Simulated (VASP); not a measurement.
# Mn (P6/mmm) in VASP: a series of runs, part 2 of 2

VASP 6.6.1.

## (4) Single point, RPBE (volume scaled by 0.96)

Contents of INCAR:

```
ALGO     = Normal         # electronic algorithm
EDIFF    = 1E-6           # SCF threshold, eV
ENCUT    = 520            # plane-wave cutoff, eV
GGA      = RP             # functional
ISIF     = 2              # what is computed and relaxed
ISMEAR   = -1             # smearing method
LASPH    = True           # aspherical terms in the spheres
LCHARG   = False          # write CHGCAR
LREAL    = False          # projectors in reciprocal space
LWAVE    = False          # write WAVECAR
NBANDS   = 26             # bands
NELM     = 60             # most SCF steps
PREC     = Accurate       # precision mode
SIGMA    = 0.1            # smearing width, eV
```

Contents of KPOINTS:

```
k-points
0
Gamma
  10 10 14
```

Contents of POSCAR:

```
Mn
1.0
    3.8807551971      0.0000000000      0.0000000000
   -1.9403775985      3.3608325866      0.0000000000
    0.0000000000      0.0000000000      2.4325492413
Mn
3
Direct
    1.0000000000      1.0000000000      0.0000000000
    0.3333333333      0.6666666667      0.5000000000
    0.6666666667      0.3333333333      0.5000000000
```

Launch:

```
cat potpaw_PBE.64/Mn_pv/POTCAR > POTCAR
mpirun -np 1 vasp_std > vasp.out
```

It took 2 min on 1 thread of Intel Xeon 6975P-C, shared host; peak memory 0.19 GiB.

Results (log left out):

- Free energy: -25.0612 eV
- Pressure: 11.6 GPa

Stress tensor (GPa, compression positive):
```
11.94  0.00  0.00
 0.00 11.94  0.00
 0.00  0.00 11.01
```

Levels at points of the mesh, in eV from the Fermi level:
| k point | band 17 | band 18 | band 19 | band 20 | band 21 | band 22 |
| --- | --- | --- | --- | --- | --- | --- |
| (0.00, 0.00, 0.00) | -1.16 | -0.56 | -0.56 | -0.09 | -0.09 | 0.01 |
| (0.50, 0.00, 0.00) | -1.17 | -0.96 | 0.07 | 0.15 | 1.22 | 1.25 |
| (0.00, 0.00, 0.50) | -0.72 | -0.65 | -0.65 | 1.41 | 1.41 | 1.81 |
| (0.50, 0.00, 0.50) | -0.73 | -0.65 | 0.00 | 0.42 | 1.17 | 1.57 |

Caveat: the cell differs from its parent crystal (volume scaled by 0.96); the PAW data sets were made with another functional, which shifts forces and pressure a little; the run has no spin polarisation, though such a crystal can be magnetic.

## (5) Single point, RPBE

This run uses another cell than the first one, of 11.02 Å³/atom, 1.136 times its volume.

Contents of INCAR:

```
PREC = Accurate ; ENCUT = 520
EDIFF = 1E-7 ; ISMEAR = -1
SIGMA = 0.1 ; LREAL = F
LASPH = T ; NELM = 60
ALGO = Normal ; ISIF = 2
LWAVE = F ; LCHARG = T
GGA = RP ; LELF = T
LVHAR = T ; NBANDS = 26
```

Contents of KPOINTS:

```
Automatic mesh
0
Gamma
  10 10 14
```

Contents of POSCAR:

```
Mn
1.0
    3.9339228341      0.0000000000      0.0000000000
   -1.9669614170      3.4068771108      0.0000000000
    0.0000000000      0.0000000000      2.4658759749
Mn
3
Direct
    1.0000000000      1.0000000000      0.0000000000
    0.3333333333      0.6666666667      0.5000000000
    0.6666666667      0.3333333333      0.5000000000
```

Launch:

```
cat potpaw_PBE.64/Mn_pv/POTCAR > POTCAR
mpirun -np 1 vasp_std > vasp.out
```

It took 2 min on 1 thread of Intel Xeon 6975P-C, shared host; peak memory 0.19 GiB.

It converged, with:

| Item | Value |
| --- | --- |
| Free energy | -25.1086 eV |
| Pressure | 0.1 GPa |

Stress tensor (GPa, compression positive):
```
0.14 0.00 0.00
0.00 0.14 0.00
0.00 0.00 0.00
```

Levels at points of the mesh, in eV from the Fermi level:
```csv
k point,band 16,band 17,band 18,band 19,band 20,band 21,band 22,band 23
"(0.00, 0.00, 0.00)",-1.66,-1.09,-0.52,-0.52,-0.08,-0.08,0.02,0.02
"(0.50, 0.00, 0.00)",-1.47,-1.11,-0.90,0.07,0.15,1.14,1.17,1.35
"(0.00, 0.00, 0.50)",-0.69,-0.69,-0.60,-0.60,1.33,1.33,1.71,1.71
"(0.50, 0.00, 0.50)",-1.29,-0.71,-0.61,-0.05,0.40,1.11,1.48,1.67
```

Caveat: the PAW data sets were made with another functional, which shifts forces and pressure a little; the run has no spin polarisation, though such a crystal can be magnetic.

## (6) Single point, RPBE (volume scaled by 1.04)

Contents of INCAR:

```
PREC     = Accurate       # precision mode
ENCUT    = 520            # plane-wave cutoff, eV
EDIFF    = 1E-7           # SCF threshold, eV
ISMEAR   = -1             # smearing method
SIGMA    = 0.1            # smearing width, eV
LREAL    = False          # projectors in reciprocal space
LASPH    = True           # aspherical terms in the spheres
NELM     = 100            # most SCF steps
ALGO     = Normal         # electronic algorithm
ISIF     = 2              # what is computed and relaxed
LWAVE    = False          # write WAVECAR
LCHARG   = False          # write CHGCAR
GGA      = RP             # functional
NBANDS   = 26             # bands
```

Contents of KPOINTS:

```
regular mesh
0
Gamma
  10 10 14
```

Contents of POSCAR:

```
Mn
1.0
    3.9856909132      0.0000000000      0.0000000000
   -1.9928454566      3.4517095825      0.0000000000
    0.0000000000      0.0000000000      2.4983254327
Mn
3
Direct
    1.0000000000      1.0000000000      0.0000000000
    0.3333333333      0.6666666667      0.5000000000
    0.6666666667      0.3333333333      0.5000000000
```

Potentials or basis: VASP PAW PBE potentials, release 64 (Mn_pv).

Launch:

```
cat potpaw_PBE.64/Mn_pv/POTCAR > POTCAR
mpirun -np 1 vasp_std > vasp.out
```

OUTCAR:

```text
PREC = Accurate
   ENCUT = 520
   EDIFF = 1E-7
   ISMEAR = -1
   LREAL = False
   LASPH = True
   NELM = 100
   ISIF = 2
   GGA = RP

 ion  position               nearest neighbor table
   1  0.000  0.000  0.000-   2 2.62   3 2.62   2 2.62   3 2.62   3 2.62   3 2.62   2 2.62   2 2.62
                             3 2.62   3 2.62   2 2.62   2 2.62
   2  0.333  0.667  0.500-   3 2.30   3 2.30   3 2.30   1 2.62   1 2.62   1 2.62   1 2.62   1 2.62
                             1 2.62
   3  0.667  0.333  0.500-   2 2.30   2 2.30   2 2.30   1 2.62   1 2.62   1 2.62   1 2.62   1 2.62
                             1 2.62

  LATTYP: Found a hexagonal cell.
 ALAT       =     3.9856909132
 C/A-ratio  =     0.6268236768

  Lattice vectors:

 A1 = (   3.9856909132,   0.0000000000,   0.0000000000)
 A2 = (  -1.9928454566,   3.4517095825,   0.0000000000)
 A3 = (   0.0000000000,   0.0000000000,   2.4983254327)

Analysis of symmetry for initial positions (statically):
=====================================================================
 Subroutine PRICEL returns:
 Original cell was already a primitive cell.
[... 165 lines left out ...]
  ---------------------------------------------------
  ext. energy  EPLUGINS =         0.00000000
  ---------------------------------------------------
  free energy    TOTEN  =       -25.07095203 eV

  energy without entropy =      -24.94558395  energy(sigma->0) =      -25.00826799

 E-fermi :   9.6828     XC(G=0): -13.5003

 val. band max:        9.6696477667   @ k =   0.2000   0.0000   0.2143
 cond. band min:       9.6991072068   @ k =   0.0000   0.0000   0.0714
 fundamental gap:      0.0294594401
 Fermi energy:         9.6827616255

 k-point     1 :       0.0000    0.0000    0.0000
  band No.  band energies     occupation
      1     -38.5542      2.00000
      2     -38.5542      2.00000
      3     -38.2776      2.00000
      4     -38.2776      2.00000
      5     -38.2004      2.00000
      6     -38.0539      2.00000
[... 685 lines left out ...]
     25      11.3623      0.00000
     26      11.5780      0.00000

 [... further k-points ...]
[... 5 lines left out ...]
  --------------------------------------------------------------------------------------
  -------------------------------------------------------------------------------------
  Total       -1.9908685     -1.9908685     -1.8797811      0.0000000      0.0000000      0.0000000
  in kB      -92.8039107    -92.8039107    -87.6255947      0.0000000      0.0000000      0.0000000
  external PRESSURE =     -91.0778054 kB  Pullay stress =       0.0000000 kB

 VOLUME and BASIS-vectors are now :
 -----------------------------------------------------------------------------
  energy-cutoff  :      520.00
  volume of cell :       34.37
      direct lattice vectors                 reciprocal lattice vectors
     3.985690913  0.000000000  0.000000000     0.250897529  0.144855756  0.000000000
    -1.992845457  3.451709582  0.000000000     0.000000000  0.289711511  0.000000000
     0.000000000  0.000000000  2.498325433     0.000000000  0.000000000  0.400268110

 POSITION                                       TOTAL-FORCE (eV/Angst)
 -----------------------------------------------------------------------------------
      0.00000      0.00000      0.00000         0.000000      0.000000      0.000000
     -0.00000      2.30114      1.24916         0.000000      0.000000      0.000000
      1.99285      1.15057      1.24916        -0.000000      0.000000      0.000000
 -----------------------------------------------------------------------------------
    total drift:                               -0.000000      0.000000      0.000000

  FREE ENERGIE OF THE ION-ELECTRON SYSTEM (eV)
  ---------------------------------------------------
  free  energy   TOTEN  =       -25.0709520339 eV

  energy  without entropy=      -24.9455839512  energy(sigma->0) =      -25.00826799
```

Run time: 1.7 min. Hardware: 1 thread of Intel Xeon 6975P-C, shared host; peak memory 0.2 GiB.

What came out:

```
Free energy : -25.0710 eV
Pressure    : -9.1 GPa
```

Levels at points of the mesh, in eV from the Fermi level:
| k point | band 16 | band 17 | band 18 | band 19 | band 20 | band 21 | band 22 | band 23 |
| --- | --- | --- | --- | --- | --- | --- | --- | --- |
| (0.00, 0.00, 0.00) | -1.59 | -1.04 | -0.49 | -0.49 | -0.07 | -0.07 | 0.02 | 0.02 |
| (0.50, 0.00, 0.00) | -1.38 | -1.06 | -0.85 | 0.07 | 0.14 | 1.07 | 1.11 | 1.27 |
| (0.00, 0.00, 0.50) | -0.67 | -0.67 | -0.56 | -0.56 | 1.25 | 1.25 | 1.61 | 1.61 |
| (0.50, 0.00, 0.50) | -1.21 | -0.68 | -0.58 | -0.08 | 0.38 | 1.06 | 1.39 | 1.58 |

Caveat: the cell differs from its parent crystal (volume scaled by 1.04); the PAW data sets were made with another functional, which shifts forces and pressure a little; the run has no spin polarisation, though such a crystal can be magnetic. Spin polarisation is off, so any magnetic state and its effect on volume and gap are missing.

## (7) Overview

| cell | gap on the mesh (eV) | pressure (GPa) |
| --- | --- | --- |
| a = 3.770, b = 3.770, c = 2.363 Å, angles 90.0, 90.0, 120.0°, 3 atoms | none | 43.8 |
| a = 3.826, b = 3.826, c = 2.398 Å, angles 90.0, 90.0, 120.0°, 3 atoms | none | 25.9 |
| a = 3.881, b = 3.881, c = 2.433 Å, angles 90.0, 90.0, 120.0°, 3 atoms | none | 11.6 |
| a = 3.934, b = 3.934, c = 2.466 Å, angles 90.0, 90.0, 120.0°, 3 atoms | none | 0.1 |
| a = 3.986, b = 3.986, c = 2.498 Å, angles 90.0, 90.0, 120.0°, 3 atoms | none | -9.1 |

Alike in all rows: task single point; level RPBE; potentials or basis VASP PAW PBE potentials, release 64 (Mn_pv); no spin polarisation; k mesh 10 × 10 × 14; cutoff (eV) 520; smearing fermi-dirac 0.1 eV.

Caveats: the PAW data sets were made with another functional, which shifts forces and pressure a little; the run has no spin polarisation, though such a crystal can be magnetic.

Total energies depend on the potentials used, so only differences within one code and one set of settings carry meaning.
